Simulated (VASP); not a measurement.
The system is Cs2AgBiBr6.

```
Bi Cs Ag Br
1.0
     0.00000    5.61610    5.61610
     5.61610    0.00000    5.61610
     5.61610    5.61610    0.00000
Bi Cs Ag Br
1 2 1 6
Direct
  0.00000 0.00000 0.00000
  0.75000 0.75000 0.75000
  0.25000 0.25000 0.25000
  0.50000 0.50000 0.50000
  0.74945 0.74945 0.25055
  0.25055 0.25055 0.74945
  0.74945 0.25055 0.25055
  0.74945 0.25055 0.74945
  0.25055 0.74945 0.74945
  0.25055 0.74945 0.25055
```

| Item | Value |
| --- | --- |
| Program | VASP 6.6.1 |
| Task | relaxation of cell and atoms |
| Functional | PBEsol |
| Dispersion | D4 |
| Potentials or basis | VASP PAW PBE potentials, release 64 (Bi_d, Cs_sv, Ag, Br) |
| Cutoff | 600 eV |
| k mesh | 4 × 4 × 4 |
| Occupations | fermi-dirac, width 0.05 eV |
| Spin | no spin polarisation |

At the start: pressure -0.6 GPa; volume 35.43 Å³/atom.

Question: How do energy, volume and symmetry change on relaxing?

Answer: Over 5 steps the energy falls by 6.7 meV/atom and the volume is 34.26 Å³/atom (-3.3 %); space group Fm-3m (No. 225, to 0.1 Å) before and after.

The path:
| step | energy change (eV) | largest force (eV/Å) | pressure (GPa) | volume (Å³) |
| --- | --- | --- | --- | --- |
| 1 | 0.0000 | 0.3094 | -0.61 | 354.27 |
| 2 | -0.0424 | 0.2401 | -0.20 | 347.39 |
| 3 | -0.0593 | 0.1515 | 0.29 | 340.33 |
| 4 | -0.0672 | 0.0113 | 0.00 | 342.43 |
| 5 | -0.0672 | 0.0026 | -0.01 | 342.56 |

Final structure:
```
CELL_PARAMETERS angstrom
0.00000 5.55354 5.55354
5.55354 0.00000 5.55354
5.55354 5.55354 0.00000
ATOMIC_POSITIONS crystal
Bi 0.00000 0.00000 0.00000
Cs 0.75000 0.75000 0.75000
Cs 0.25000 0.25000 0.25000
Ag 0.50000 0.50000 0.50000
Br 0.74554 0.74554 0.25446
Br 0.25446 0.25446 0.74554
Br 0.74554 0.25446 0.25446
Br 0.74554 0.25446 0.74554
Br 0.25446 0.74554 0.74554
Br 0.25446 0.74554 0.25446
```

Caveat: the PAW data sets were made with another functional, which shifts forces and pressure a little.
